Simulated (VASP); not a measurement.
# Se (P3_121) in VASP: single point with LDA

Aim: the single point of Se with LDA.

All numbers are computed with VASP 6.6.1; they aren't measurements. Logs are shortened: lines on timing, memory, paths and dates and some standing lists are left out, and cuts for length are marked.

## (1) The cell of the first run

The structure is trigonal, space group P3_121 (No. 152). Conventional cell: a = 4.366 Å, b = 4.366 Å, c = 4.954 Å, α = 90.00°, β = 90.00°, γ = 120.00°. Se (site symmetry 2) has 2 Se at 2.37 Å within 3.1 Å.

## (2) Single point, LDA

Input file INCAR:

```
SYSTEM = Se
PREC = Accurate ; ENCUT = 520
EDIFF = 1E-7 ; ISMEAR = 0
SIGMA = 0.05 ; LREAL = .FALSE.
LASPH = .TRUE. ; NELM = 60
ALGO = Normal ; ISIF = 2
LWAVE = .FALSE. ; LCHARG = .FALSE.
NBANDS = 16
```

Input file KPOINTS:

```
Automatic mesh
0
G
  12 12 10
  0 0 0
```

Input file POSCAR:

```
Se
1.0
    4.3662000000      0.0000000000      0.0000000000
   -2.1831000000      3.7812401200      0.0000000000
    0.0000000000      0.0000000000      4.9536000000
Se
3
Direct
    0.2254000000      0.0000000000      0.3333333333
    0.0000000000      0.2254000000      0.6666666667
    0.7746000000      0.7746000000      0.0000000000
```

Potentials or basis: VASP PAW LDA potentials, release 64 (Se).

The run is started by

```
$ cat potpaw_LDA.64/Se/POTCAR > POTCAR
$ mpirun -np 1 vasp_std > vasp.out
```

OUTCAR:

```text
SYSTEM = Se
   PREC = Accurate
   ENCUT = 520
   EDIFF = 1E-7
   ISMEAR = 0
   LREAL = .FALSE.
   LASPH = .TRUE.
   NELM = 60
   ISIF = 2

 ion  position               nearest neighbor table
   1  0.225  0.000  0.333-   3 2.37   2 2.37
   2  0.000  0.225  0.667-   1 2.37   3 2.37
   3  0.775  0.775  0.000-   1 2.37   2 2.37

  LATTYP: Found a hexagonal cell.
 ALAT       =     4.3662000000
 C/A-ratio  =     1.1345334616

  Lattice vectors:

 A1 = (   4.3662000000,   0.0000000000,   0.0000000000)
 A2 = (  -2.1831000000,   3.7812401200,   0.0000000000)
 A3 = (   0.0000000000,   0.0000000000,   4.9536000000)

Analysis of symmetry for initial positions (statically):
=====================================================================
 Subroutine PRICEL returns:
 Original cell was already a primitive cell.

 Routine SETGRP: Setting up the symmetry group for a
 hexagonal supercell.

 Subroutine GETGRP returns: Found  6 space group operations
 (whereof  2 operations were pure point group operations)
 out of a pool of 24 trial point group operations.

The static configuration has the point symmetry C_2 .
 The point group associated with its full space group is D_3 .

Analysis of symmetry for dynamics (positions and initial velocities):
=====================================================================
 Subroutine PRICEL returns:
 Original cell was already a primitive cell.

 Routine SETGRP: Setting up the symmetry group for a
 hexagonal supercell.

 Subroutine GETGRP returns: Found  6 space group operations
 (whereof  2 operations were pure point group operations)
 out of a pool of 24 trial point group operations.

The dynamic configuration has the point symmetry C_2 .
 The point group associated with its full space group is D_3 .

 Subroutine INISYM returns: Found  6 space group operations
 (whereof  2 operations are pure point group operations),
 and found     1 'primitive' translations

----------------------------------------------------------------------------------------

                                     Primitive cell

  volume of cell :      81.7822

  direct lattice vectors                    reciprocal lattice vectors
     4.366200000  0.000000000  0.000000000     0.229032110  0.132231750  0.000000000
    -2.183100000  3.781240120  0.000000000     0.000000000  0.264463501  0.000000000
     0.000000000  0.000000000  4.953600000     0.000000000  0.000000000  0.201873385

  length of vectors
     4.366200000  4.366200002  4.953600000     0.264463501  0.264463501  0.201873385

  position of ions in fractional coordinates (direct lattice)
     0.225400000  0.000000000  0.333333333
     0.000000000  0.225400000  0.666666667
     0.774600000  0.774600000  0.000000000

  ion indices of the primitive-cell ions
   primitive index   ion index
                 1           1
                 2           2
                 3           3

----------------------------------------------------------------------------------------

 KPOINTS: Automatic mesh

Automatic generation of k-mesh.
 Grid dimensions read from file:
 generate k-points for:   12   12   10

 Generating k-lattice:

  Cartesian coordinates                     Fractional coordinates (reciprocal lattice)
     0.019086009  0.011019313  0.000000000     0.083333333  0.000000000  0.000000000
     0.000000000  0.022038625  0.000000000     0.000000000  0.083333333  0.000000000
     0.000000000  0.000000000  0.020187339     0.000000000  0.000000000  0.100000000

  Length of vectors
     0.022038625  0.022038625  0.020187339

  Shift w.r.t. Gamma in fractional coordinates (k-lattice)
     0.000000000  0.000000000  0.000000000

 Subroutine IBZKPT returns following result:
 ===========================================

 Found    162 irreducible k-points:

 Following reciprocal coordinates:
            Coordinates               Weight
  0.000000  0.000000  0.000000      1.000000
  0.083333  0.000000  0.000000      6.000000
  0.166667  0.000000  0.000000      6.000000
  0.250000  0.000000  0.000000      6.000000
  0.333333  0.000000  0.000000      6.000000
  0.416667  0.000000  0.000000      6.000000
[... 16 lines left out ...]
  0.166667  0.000000  0.100000      6.000000
  0.000000  0.166667  0.100000      6.000000
 [... further k-points ...]
   k-points           NKPTS =    162   k-points in BZ     NKDIM =    162   number of bands    NBANDS=     16
   number of dos      NEDOS =    301   number of ions     NIONS =      3
   total plane-waves  NPLWV =  40960
   dimension x,y,z NGX =    32 NGY =   32 NGZ =   40
   dimension x,y,z NGXF=    64 NGYF=   64 NGZF=   80
   ions per type =               3
   NGX,Y,Z   is equivalent  to a cutoff of  12.18, 12.18, 13.42 a.u.
   NGXF,Y,Z  is equivalent  to a cutoff of  24.37, 24.37, 26.85 a.u.
 SYSTEM =  Se
   PREC   = accura    normal or accurate (medium, high low for compatibility)
   ISTART =      0    job   : 0-new  1-cont  2-samecut
   ICHARG =      2    charge: 1-file 2-atom 10-const
   ISPIN  =      1    spin polarized calculation?
   LNONCOLLINEAR =      F non collinear calculations
   LSORBIT =      F    spin-orbit coupling
   LASPH  =      T    aspherical Exc in radial PAW
   ENCUT  =  520.0 eV  38.22 Ry    6.18 a.u.   8.12  8.12  9.21*2*pi/ulx,y,z
   NELM   =     60;   NELMIN=  2; NELMDL= -5     # of ELM steps
   EDIFF  = 0.1E-06   stopping-criterion for ELM
   LREAL  =      F    real-space projection
   EDIFFG = 0.1E-05   stopping-criterion for IOM
   NSW    =      0    number of steps for IOM
   IBRION =     -1    ionic relax: 0-MD 1-quasi-New 2-CG
   NFREE  =      0    steps in history (QN), initial steepest desc. (CG)
   ISIF   =      2    stress and relaxation
   ISYM   =      2    0-nonsym 1-usesym 2-fastsym
   POTIM  = 0.5000    time-step for ionic-motion
   TEBEG  =    0.0;   TEEND  =   0.0 temperature during run
   PSTRESS=    0.0 pullay stress
   NELECT =      18.0000    total number of electrons
   NUPDOWN=      -1.0000    fix difference up-down
   EMIN   =  10.00;   EMAX   =-10.00  energy-range for DOS
   EFERMI =   0.00;   METHOD = LEGACY
   ISMEAR =     0;   SIGMA  =   0.05  broadening in eV -4-tet -1-fermi 0-gaus
   EFERMI_NEDOS =   21; number of points for ismear=-14 and -15
   IALGO  =     38    algorithm
   IMIX   =      4    mixing-type and parameters
     AMIX     =   0.40;   BMIX     =  1.00
     AMIX_MAG =   1.60;   BMIX_MAG =  1.00
  volume/ion in A,a.u.               =      27.26       183.96
  Fermi-wavevector in a.u.,A,eV,Ry     =   0.988430  1.867862 13.292817  0.976995
  Thomas-Fermi vector in A             =   2.119956
   LORBIT       =      0    0 simple, 1 ext, 2 COOP (PROOUT), +10 PAW based schemes
   GGA     = CA    functional components
   LHFCALC =     F    Hartree Fock is set to
   AEXX    =    0.0000 exact exchange contribution
   IVDW    =     0    specifies the selected vdW correction
   LEPSILON=     F    determine dielectric tensor
   LRPA    =     F    only Hartree local field effects (RPA)
 non-spin polarized calculation
 Gauss-broadening in eV      SIGMA  =   0.05
  energy-cutoff  :      520.00
  volume of cell :       81.78
 maximum number of plane-waves:      2221
   NGX = 17   NGY = 17   NGZ = 19

 number of electron      18.0000000 magnetization

 Free energy of the ion-electron system (eV)
  ---------------------------------------------------
  ext. energy  EPLUGINS =         0.00000000
  ---------------------------------------------------
  free energy    TOTEN  =       -12.32421965 eV

  energy without entropy =      -12.32421965  energy(sigma->0) =      -12.32421965

 E-fermi :   2.8718     XC(G=0):  -9.1839

 val. band max:        2.6678025725   @ k =   0.5000   0.0000   0.5000
 cond. band min:       3.5788499686   @ k =   0.3333   0.3333   0.5000
 fundamental gap:      0.9110473960
 Fermi energy:         2.8718089657

 k-point     1 :       0.0000    0.0000    0.0000
  band No.  band energies     occupation
      1     -13.2160      2.00000
      2      -9.0968      2.00000
      3      -9.0968      2.00000
      4      -1.1901      2.00000
      5      -1.1901      2.00000
      6      -1.1320      2.00000
[... 8 lines left out ...]
     15       8.9652      0.00000
     16      10.9741      0.00000

 k-point     2 :       0.0833    0.0000    0.0000
  band No.  band energies     occupation
      1     -13.1884      2.00000
      2      -9.1214      2.00000
      3      -9.0941      2.00000
      4      -1.5056      2.00000
      5      -1.2950      2.00000
      6      -0.9731      2.00000
[... 8 lines left out ...]
     15       9.2078      0.00000
     16      10.9196      0.00000

 k-point     3 :       0.1667    0.0000    0.0000
  band No.  band energies     occupation
      1     -13.1101      2.00000
      2      -9.1944      2.00000
      3      -9.0866      2.00000
      4      -1.8987      2.00000
      5      -1.5096      2.00000
      6      -0.9328      2.00000
[... 8 lines left out ...]
     15       9.7932      0.00000
     16      10.9525      0.00000

 k-point     4 :       0.2500    0.0000    0.0000
  band No.  band energies     occupation
      1     -12.9954      2.00000
      2      -9.3087      2.00000
      3      -9.0760      2.00000
      4      -2.2187      2.00000
      5      -1.7290      2.00000
      6      -0.9598      2.00000
[... 8 lines left out ...]
     15      10.4402      0.00000
     16      11.3752      0.00000
[... 324 lines left out ...]
 k-point    22 :       0.0000    0.0833    0.1000
  band No.  band energies     occupation
      1     -13.1410      2.00000
      2      -9.7628      2.00000
      3      -8.4661      2.00000
      4      -1.5108      2.00000
      5      -1.4076      2.00000
      6      -0.8751      2.00000
[... 8 lines left out ...]
     15       9.4021      0.00000
     16      10.5488      0.00000

 k-point    23 :       0.1667    0.0000    0.1000
  band No.  band energies     occupation
      1     -13.0635      2.00000
      2      -9.7611      2.00000
      3      -8.5438      2.00000
      4      -1.9121      2.00000
      5      -1.4695      2.00000
      6      -0.9106      2.00000
[... 8 lines left out ...]
     15       9.9853      0.00000
     16      10.4348      0.00000

 k-point    24 :       0.0000    0.1667    0.1000
  band No.  band energies     occupation
      1     -13.0631      2.00000
      2      -9.7717      2.00000
      3      -8.5265      2.00000
      4      -1.8535      2.00000
      5      -1.6943      2.00000
      6      -0.8398      2.00000
[... 8 lines left out ...]
     15       9.7810      0.00000
     16      10.9804      0.00000

 [... further k-points ...]

------------------------ aborting loop because EDIFF is reached ----------------------------------------

  FORCE on cell =-STRESS in cart. coord.  units (eV):
  Direction    XX          YY          ZZ          XY          YZ          ZX
  --------------------------------------------------------------------------------------
  -------------------------------------------------------------------------------------
  Total       -0.7910294     -0.7910294     -0.0535881      0.0000000      0.0000000      0.0000000
  in kB      -15.4968852    -15.4968853     -1.0498329      0.0000000      0.0000000      0.0000000
  external PRESSURE =     -10.6812011 kB  Pullay stress =       0.0000000 kB

 VOLUME and BASIS-vectors are now :
 -----------------------------------------------------------------------------
  energy-cutoff  :      520.00
  volume of cell :       81.78
      direct lattice vectors                 reciprocal lattice vectors
     4.366200000  0.000000000  0.000000000     0.229032110  0.132231750  0.000000000
    -2.183100000  3.781240120  0.000000000     0.000000000  0.264463501  0.000000000
     0.000000000  0.000000000  4.953600000     0.000000000  0.000000000  0.201873385

 POSITION                                       TOTAL-FORCE (eV/Angst)
 -----------------------------------------------------------------------------------
      0.98414      0.00000      1.65120         0.262887      0.000000      0.000000
     -0.49207      0.85229      3.30240        -0.131443      0.227666     -0.000000
      1.69103      2.92895      0.00000        -0.131443     -0.227666     -0.000000
 -----------------------------------------------------------------------------------
    total drift:                                0.000001      0.000001     -0.000000

  FREE ENERGIE OF THE ION-ELECTRON SYSTEM (eV)
  ---------------------------------------------------
  free  energy   TOTEN  =       -12.3242196482 eV

  energy  without entropy=      -12.3242196482  energy(sigma->0) =      -12.32421965
```

Wall time 2.2 min (1 thread of Intel Xeon Platinum 8259CL at 2.50GHz (Skylake/Cascade Lake), shared host); peak memory 0.28 GiB.

Results:

```
Free energy            : -12.3242 eV
Pressure               : -1.1 GPa
Largest force          : 0.263 eV/Å
Band gap on the k mesh : 0.91 eV (least direct gap 1.13 eV)
```

Forces in eV/Å, atoms in the order of the input:
```
Se   0.263  0.000  0.000
Se  -0.131  0.228  0.000
Se  -0.131 -0.228  0.000
```

A k mesh can miss the band edges. Expect the measured gap to be larger: semilocal functionals such as LDA lack the derivative discontinuity.
